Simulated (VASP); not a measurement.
# Ga3Se in VASP: settings compared

Aim: see how the results for Ga3Se move with the level of theory and the settings. Levels: PBE, r2SCAN. Tasks: single point.

Program: VASP 6.6.1. These are calculated values, not measurements. Logs are shortened: lines on timing, memory, paths and dates and some standing lists are left out, and cuts for length are marked.

### 1 The cell of the first run

The structure is tetragonal, space group P4/mmm (No. 123). The conventional cell has a = 4.610 Å, b = 4.610 Å, c = 4.432 Å, α = 90.00°, β = 90.00°, γ = 90.00°. Within 4.2 Å of Se (site symmetry 4/mmm) lie 12 Ga at 3.20 to 3.26 Å. Within 4.2 Å of Ga (site symmetry 4/mmm) lie 8 Ga at 3.20 Å and 4 Se at 3.26 Å. Ga (site symmetry mmm) has 4 Se at 3.20 Å and 8 Ga at 3.20 to 3.26 Å within 4.2 Å.

### 2 Single point, PBE

INCAR reads:

```
SYSTEM = Ga3Se
PREC     = Accurate       ! precision mode
ENCUT    = 520            ! plane-wave cutoff, eV
EDIFF    = 1E-6           ! SCF threshold, eV
ISMEAR   = -1             ! smearing method
SIGMA    = 0.05           ! smearing width, eV
LREAL    = .False.        ! projectors in reciprocal space
LASPH    = .True.         ! aspherical terms in the spheres
NELM     = 80             ! most SCF steps
ALGO     = Normal         ! electronic algorithm
ISIF     = 2              ! what is computed and relaxed
LWAVE    = .False.        ! write WAVECAR
LCHARG   = .False.        ! write CHGCAR
GGA      = PE             ! functional
NBANDS   = 30             ! bands
```

KPOINTS reads:

```
Automatic mesh
0
Gamma
  5 5 5
  0 0 0
```

POSCAR reads:

```
Ga3Se
1.0
    4.6097636000      0.0000000000      0.0000000000
    0.0000000000      4.6097636000      0.0000000000
    0.0000000000      0.0000000000      4.4324650000
Se Ga
1 3
Direct
    0.0000000000      0.0000000000      0.0000000000
    0.5000000000      0.5000000000      0.0000000000
    0.5000000000      0.0000000000      0.5000000000
    0.0000000000      0.5000000000      0.5000000000
```

Potentials or basis: VASP PAW PBE potentials, release 64 (Se, Ga_d).

The run is started by

```
cat potpaw_PBE.64/Se/POTCAR potpaw_PBE.64/Ga_d/POTCAR > POTCAR
mpirun -np 1 vasp_std > vasp.out
```

OUTCAR:

```text
SYSTEM = Ga3Se
   PREC = Accurate
   ENCUT = 520
   EDIFF = 1E-6
   ISMEAR = -1
   LREAL = .False.
   LASPH = .True.
   NELM = 80
   ISIF = 2
   GGA = PE

 ion  position               nearest neighbor table
   1  0.000  0.000  0.000-
   2  0.500  0.500  0.000-
   3  0.500  0.000  0.500-
   4  0.000  0.500  0.500-

  LATTYP: Found a simple tetragonal cell.
 ALAT       =     4.6097636000
 C/A-ratio  =     0.9615384615

  Lattice vectors:

 A1 = (   4.6097636000,   0.0000000000,   0.0000000000)
 A2 = (   0.0000000000,   4.6097636000,   0.0000000000)
 A3 = (   0.0000000000,   0.0000000000,   4.4324650000)

Analysis of symmetry for initial positions (statically):
=====================================================================
 Subroutine PRICEL returns:
 Original cell was already a primitive cell.

 Routine SETGRP: Setting up the symmetry group for a
 simple tetragonal supercell.

 Subroutine GETGRP returns: Found 16 space group operations
 (whereof 16 operations were pure point group operations)
 out of a pool of 16 trial point group operations.

The static configuration has the point symmetry D_4h.

Analysis of symmetry for dynamics (positions and initial velocities):
=====================================================================
 Subroutine PRICEL returns:
 Original cell was already a primitive cell.

 Routine SETGRP: Setting up the symmetry group for a
 simple tetragonal supercell.

 Subroutine GETGRP returns: Found 16 space group operations
 (whereof 16 operations were pure point group operations)
 out of a pool of 16 trial point group operations.

The dynamic configuration has the point symmetry D_4h.

 Subroutine INISYM returns: Found 16 space group operations
 (whereof 16 operations are pure point group operations),
 and found     1 'primitive' translations

----------------------------------------------------------------------------------------

                                     Primitive cell

  volume of cell :      94.1895

  direct lattice vectors                    reciprocal lattice vectors
     4.609763600  0.000000000  0.000000000     0.216930864  0.000000000  0.000000000
     0.000000000  4.609763600  0.000000000     0.000000000  0.216930864  0.000000000
     0.000000000  0.000000000  4.432465000     0.000000000  0.000000000  0.225608098

  length of vectors
     4.609763600  4.609763600  4.432465000     0.216930864  0.216930864  0.225608098

  position of ions in fractional coordinates (direct lattice)
     0.000000000  0.000000000  0.000000000
     0.500000000  0.500000000  0.000000000
     0.500000000  0.000000000  0.500000000
     0.000000000  0.500000000  0.500000000

  ion indices of the primitive-cell ions
   primitive index   ion index
                 1           1
                 2           2
                 3           3
                 4           4

----------------------------------------------------------------------------------------

 KPOINTS: Automatic mesh

Automatic generation of k-mesh.
 Grid dimensions read from file:
 generate k-points for:    5    5    5

 Generating k-lattice:

  Cartesian coordinates                     Fractional coordinates (reciprocal lattice)
     0.043386173  0.000000000  0.000000000     0.200000000  0.000000000  0.000000000
     0.000000000  0.043386173  0.000000000     0.000000000  0.200000000  0.000000000
     0.000000000  0.000000000  0.045121620     0.000000000  0.000000000  0.200000000

  Length of vectors
     0.043386173  0.043386173  0.045121620

  Shift w.r.t. Gamma in fractional coordinates (k-lattice)
     0.000000000  0.000000000  0.000000000

 Subroutine IBZKPT returns following result:
 ===========================================

 Found     18 irreducible k-points:

 Following reciprocal coordinates:
            Coordinates               Weight
  0.000000  0.000000  0.000000      1.000000
  0.200000  0.000000  0.000000      4.000000
  0.400000  0.000000  0.000000      4.000000
  0.200000  0.200000  0.000000      4.000000
  0.400000  0.200000  0.000000      8.000000
  0.400000  0.400000  0.000000      4.000000
[... 10 lines left out ...]
  0.400000  0.200000  0.400000     16.000000
  0.400000  0.400000  0.400000      8.000000
   k-points           NKPTS =     18   k-points in BZ     NKDIM =     18   number of bands    NBANDS=     30
   number of dos      NEDOS =    301   number of ions     NIONS =      4
   total plane-waves  NPLWV =  46656
   dimension x,y,z NGX =    36 NGY =   36 NGZ =   36
   dimension x,y,z NGXF=    72 NGYF=   72 NGZF=   72
   ions per type =               1   3
   NGX,Y,Z   is equivalent  to a cutoff of  12.98, 12.98, 13.50 a.u.
   NGXF,Y,Z  is equivalent  to a cutoff of  25.97, 25.97, 27.00 a.u.
 SYSTEM =  Ga3Se
   PREC   = accura    normal or accurate (medium, high low for compatibility)
   ISTART =      0    job   : 0-new  1-cont  2-samecut
   ICHARG =      2    charge: 1-file 2-atom 10-const
   ISPIN  =      1    spin polarized calculation?
   LNONCOLLINEAR =      F non collinear calculations
   LSORBIT =      F    spin-orbit coupling
   LASPH  =      T    aspherical Exc in radial PAW
   ENCUT  =  520.0 eV  38.22 Ry    6.18 a.u.   8.57  8.57  8.24*2*pi/ulx,y,z
   NELM   =     80;   NELMIN=  2; NELMDL= -5     # of ELM steps
   EDIFF  = 0.1E-05   stopping-criterion for ELM
   LREAL  =      F    real-space projection
   EDIFFG = 0.1E-04   stopping-criterion for IOM
   NSW    =      0    number of steps for IOM
   IBRION =     -1    ionic relax: 0-MD 1-quasi-New 2-CG
   NFREE  =      0    steps in history (QN), initial steepest desc. (CG)
   ISIF   =      2    stress and relaxation
   ISYM   =      2    0-nonsym 1-usesym 2-fastsym
   POTIM  = 0.5000    time-step for ionic-motion
   TEBEG  =    0.0;   TEEND  =   0.0 temperature during run
   PSTRESS=    0.0 pullay stress
   NELECT =      45.0000    total number of electrons
   NUPDOWN=      -1.0000    fix difference up-down
   EMIN   =  10.00;   EMAX   =-10.00  energy-range for DOS
   EFERMI =   0.00;   METHOD = LEGACY
   ISMEAR =    -1;   SIGMA  =   0.05  broadening in eV -4-tet -1-fermi 0-gaus
   EFERMI_NEDOS =   21; number of points for ismear=-14 and -15
   IALGO  =     38    algorithm
   IMIX   =      4    mixing-type and parameters
     AMIX     =   0.40;   BMIX     =  1.00
     AMIX_MAG =   1.60;   BMIX_MAG =  1.00
  volume/ion in A,a.u.               =      23.55       158.91
  Fermi-wavevector in a.u.,A,eV,Ry     =   1.279808  2.418486 22.285096  1.637908
  Thomas-Fermi vector in A             =   2.412272
   LORBIT       =      0    0 simple, 1 ext, 2 COOP (PROOUT), +10 PAW based schemes
   GGA     = PE    functional components
   LHFCALC =     F    Hartree Fock is set to
   AEXX    =    0.0000 exact exchange contribution
   IVDW    =     0    specifies the selected vdW correction
   LEPSILON=     F    determine dielectric tensor
   LRPA    =     F    only Hartree local field effects (RPA)
 non-spin polarized calculation
  energy-cutoff  :      520.00
  volume of cell :       94.19
 maximum number of plane-waves:      2560
 NGX is ok and might be reduce to    36
   NGX = 17   NGY = 17   NGZ = 17

 number of electron      45.0000022 magnetization

 Free energy of the ion-electron system (eV)
  ---------------------------------------------------
  ext. energy  EPLUGINS =         0.00000000
  ---------------------------------------------------
  free energy    TOTEN  =       -12.29478323 eV

  energy without entropy =      -12.27007808  energy(sigma->0) =      -12.28243065

 E-fermi :   3.9445     XC(G=0):  -9.8979

 val. band max:        3.9352418179   @ k =   0.4000   0.0000   0.4000
 cond. band min:       3.9741896549   @ k =   0.4000   0.2000   0.2000
 fundamental gap:      0.0389478370
 Fermi energy:         3.9444910104

 k-point     1 :       0.0000    0.0000    0.0000
  band No.  band energies     occupation
      1     -11.0369      2.00000
      2     -11.0369      2.00000
      3     -11.0353      2.00000
      4     -11.0232      2.00000
      5     -11.0038      2.00000
      6     -10.9819      2.00000
[... 22 lines left out ...]
     29       9.7181      0.00000
     30      10.6497      0.00000

 k-point     2 :       0.2000    0.0000    0.0000
  band No.  band energies     occupation
      1     -11.0342      2.00000
      2     -11.0204      2.00000
      3     -11.0195      2.00000
      4     -11.0098      2.00000
      5     -10.9997      2.00000
      6     -10.9734      2.00000
[... 22 lines left out ...]
     29      10.7455      0.00000
     30      10.9648      0.00000

 k-point     3 :       0.4000    0.0000    0.0000
  band No.  band energies     occupation
      1     -11.0295      2.00000
      2     -10.9974      2.00000
      3     -10.9815      2.00000
      4     -10.9805      2.00000
      5     -10.9793      2.00000
      6     -10.9513      2.00000
[... 22 lines left out ...]
     29       8.9872      0.00000
     30      10.1285      0.00000

 k-point     4 :       0.2000    0.2000    0.0000
  band No.  band energies     occupation
      1     -11.0218      2.00000
      2     -11.0136      2.00000
      3     -11.0111      2.00000
      4     -10.9965      2.00000
      5     -10.9944      2.00000
      6     -10.9674      2.00000
[... 22 lines left out ...]
     29       9.6187      0.00000
     30      10.2859      0.00000

 k-point     5 :       0.4000    0.2000    0.0000
  band No.  band energies     occupation
      1     -11.0138      2.00000
      2     -10.9926      2.00000
      3     -10.9844      2.00000
      4     -10.9763      2.00000
      5     -10.9689      2.00000
      6     -10.9579      2.00000
[... 22 lines left out ...]
     29       8.8229      0.00000
     30       8.8312      0.00000
[... 328 lines left out ...]
     29       8.7190      0.00000
     30      10.1678      0.00000

 k-point    16 :       0.2000    0.2000    0.4000
  band No.  band energies     occupation
      1     -11.0062      2.00000
      2     -10.9946      2.00000
      3     -10.9852      2.00000
      4     -10.9847      2.00000
      5     -10.9622      2.00000
      6     -10.9549      2.00000
[... 22 lines left out ...]
     29       8.7439      0.00000
     30      10.3594      0.00000

 k-point    17 :       0.4000    0.2000    0.4000
  band No.  band energies     occupation
      1     -11.0194      2.00000
      2     -10.9989      2.00000
      3     -10.9922      2.00000
      4     -10.9830      2.00000
      5     -10.9660      2.00000
      6     -10.9495      2.00000
[... 22 lines left out ...]
     29       9.6133      0.00000
     30      10.4116      0.00000

 k-point    18 :       0.4000    0.4000    0.4000
  band No.  band energies     occupation
      1     -11.0519      2.00000
      2     -11.0004      2.00000
      3     -10.9961      2.00000
      4     -10.9876      2.00000
      5     -10.9745      2.00000
      6     -10.9700      2.00000
[... 22 lines left out ...]
     29      11.1888      0.00000
     30      11.5012      0.00000

------------------------ aborting loop because EDIFF is reached ----------------------------------------

  FORCE on cell =-STRESS in cart. coord.  units (eV):
  Direction    XX          YY          ZZ          XY          YZ          ZX
  --------------------------------------------------------------------------------------
  -------------------------------------------------------------------------------------
  Total       -1.4768990     -1.4768990     -1.6265478      0.0000000     -0.0000000      0.0000000
  in kB      -25.1222637    -25.1222637    -27.6678098      0.0000000     -0.0000000      0.0000000
  external PRESSURE =     -25.9707790 kB  Pullay stress =       0.0000000 kB

 VOLUME and BASIS-vectors are now :
 -----------------------------------------------------------------------------
  energy-cutoff  :      520.00
  volume of cell :       94.19
      direct lattice vectors                 reciprocal lattice vectors
     4.609763600  0.000000000  0.000000000     0.216930864  0.000000000  0.000000000
     0.000000000  4.609763600  0.000000000     0.000000000  0.216930864  0.000000000
     0.000000000  0.000000000  4.432465000     0.000000000  0.000000000  0.225608098

 POSITION                                       TOTAL-FORCE (eV/Angst)
 -----------------------------------------------------------------------------------
      0.00000      0.00000      0.00000         0.000000      0.000000      0.000000
      2.30488      2.30488      0.00000         0.000000      0.000000      0.000000
      2.30488      0.00000      2.21623         0.000000      0.000000      0.000000
      0.00000      2.30488      2.21623         0.000000      0.000000      0.000000
 -----------------------------------------------------------------------------------
    total drift:                                0.000000      0.000000      0.000000

  FREE ENERGIE OF THE ION-ELECTRON SYSTEM (eV)
  ---------------------------------------------------
  free  energy   TOTEN  =       -12.2947832252 eV

  energy  without entropy=      -12.2700780761  energy(sigma->0) =      -12.28243065
```

Run time: 93 s. Hardware: 1 thread of Intel Xeon 6975P-C, shared host; peak memory 0.22 GiB.

What came out:

* Free energy: -12.2948 eV
* Pressure: -2.6 GPa

Stress tensor (GPa, compression positive):
```
-2.51  0.00  0.00
 0.00 -2.51  0.00
 0.00  0.00 -2.77
```

Levels at points of the mesh, in eV from the Fermi level:
```csv
k point,band 18,band 19,band 20,band 21,band 22,band 23,band 24,band 25,band 26,band 27
"(0.00, 0.00, 0.00)",-3.45,-3.45,-3.17,-3.14,-2.73,1.48,1.48,1.62,4.25,4.25
```

[end of part 1 of 2]
